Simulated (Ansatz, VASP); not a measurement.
Ga: VASP beside Ansatz

```xyz
1
Lattice="-1.6303 1.6303 1.6303 1.6303 -1.6303 1.6303 1.6303 1.6303 -1.6303" Properties=species:S:1:pos:R:3 pbc="T T T"
Ga    0.0000    0.0000    0.0000
```

Alike in both runs: task single point; functional revPBE; k mesh 15 × 15 × 15; occupations fermi-dirac, width 0.1 eV; no spin polarisation.

|  | VASP | Ansatz |
| --- | --- | --- |
| version | VASP 6.6.1 | Ansatz 0.2.0 |
| potentials or method | VASP PAW PBE potentials, release 64 (Ga_d), cutoff 520 eV | plane waves (420 eV) with PAW, scalar-relativistic |
| valence electrons in the cell | 13 | 13 |

```tsv
	VASP	Ansatz	Ansatz less VASP
pressure (GPa)	7.9	7.7	-0.14
```

VASP's potentials were made for PBE, not for revPBE. With one functional, cell and mesh, what is left measures potentials, basis and numerics.
